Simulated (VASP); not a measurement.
Here is a VASP 6.6.1 calculation.

File INCAR:

```
SYSTEM = Ti
  PREC = Accurate
  ENCUT = 600
  EDIFF = 1E-8
  ISMEAR = -1
  SIGMA = 0.05
  LREAL = .FALSE.
  LASPH = .TRUE.
  NELM = 100
  ALGO = Normal
  ISIF = 3
  LWAVE = .FALSE.
  LCHARG = .FALSE.
  GGA = PS
  IBRION = 6
  NFREE = 2
  POTIM = 0.015
  NSW = 1
```

File KPOINTS:

```
regular mesh
0
G
  8 8 8
  0 0 0
```

The input POSCAR:

```
Ti
1.0
   -1.6410000000      1.6410000000      1.6410000000
    1.6410000000     -1.6410000000      1.6410000000
    1.6410000000      1.6410000000     -1.6410000000
Ti
1
Direct
    0.0000000000      0.0000000000      0.0000000000
```

Potentials or basis: VASP PAW PBE potentials, release 64 (Ti_sv).

Command:

```bash
$ cat potpaw_PBE.64/Ti_sv/POTCAR > POTCAR
$ mpirun -np 1 vasp_std > vasp.out
```

**Question.** What does it give for the elastic constants C11, C12, C44?

**Answer.** 81, 105, 51 GPa.

**Question.** Estimate the Voigt bulk modulus.

**Answer.** 97 GPa.

Elastic tensor in Voigt notation (GPa, in the Cartesian axes of the cell as first typed):
```
 81 105 105   0   0   0
105  81 105   0   0   0
105 105  81   0   0   0
  0   0   0  51   0   0
  0   0   0   0  51   0
  0   0   0   0   0  51
```

Caveat: the cell is under stress, which shifts elastic constants; the elastic tensor has a negative eigenvalue, so either the cell is unstable as it stands or the mesh is too thin; the PAW data sets were made with another functional, which shifts forces and pressure a little.
